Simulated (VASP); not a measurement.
GaSb: single point with PBEsol

The system is GaSb.

```
CELL_PARAMETERS angstrom
-2.75343 2.75343 1.59071
2.75343 -2.75343 1.59071
2.75343 2.75343 -1.59071
ATOMIC_POSITIONS crystal
Sb 0.00000 0.00000 0.00000
Ga 0.75000 0.25000 0.50000
```

* Program: VASP 6.6.1
* Task: single point
* Functional: PBEsol
* Potentials or basis: VASP PAW PBE potentials, release 64 (Sb, Ga_d)
* Cutoff: 520 eV
* k mesh: 10 × 10 × 10
* Occupations: gaussian, width 0.1 eV
* Spin: no spin polarisation
* Dipole correction: no
* Further INCAR settings: ALGO = Normal; EDIFF = 1e-06; NBANDS = 16

```
Pressure               : -2.9 GPa
Band gap on the k mesh : zero (band 9 reaches 8.20 eV, above the bottom of band 10 at 3.69 eV)
```

Stress tensor (GPa, compression positive):
```
-2.65  0.00  0.00
 0.00 -2.65  0.00
 0.00  0.00 -3.46
```

Levels at points of the mesh, in eV from the Fermi level:
```csv
k point,band 7,band 8,band 9,band 10,band 11,band 12
"(0.00, 0.00, 0.00)",-2.92,-1.84,-1.84,3.42,5.00,7.12
"(0.50, 0.00, 0.00)",-5.60,-2.43,-1.46,-1.12,2.41,3.29
"(0.50, 0.50, 0.00)",-8.00,0.03,1.82,2.16,2.36,4.54
"(0.50, 0.50, 0.50)",-5.89,-4.95,-4.95,3.43,4.94,10.37
```

Run time: 18 s on 1 thread of Intel(R) Xeon(R) 6975P-C (Granite Rapids), on a shared host, peak memory 0.22 GiB.

Caveat: the PAW data sets were made with another functional, which shifts forces and pressure a little; spin-orbit coupling is left out, which moves the levels of the heavy elements.
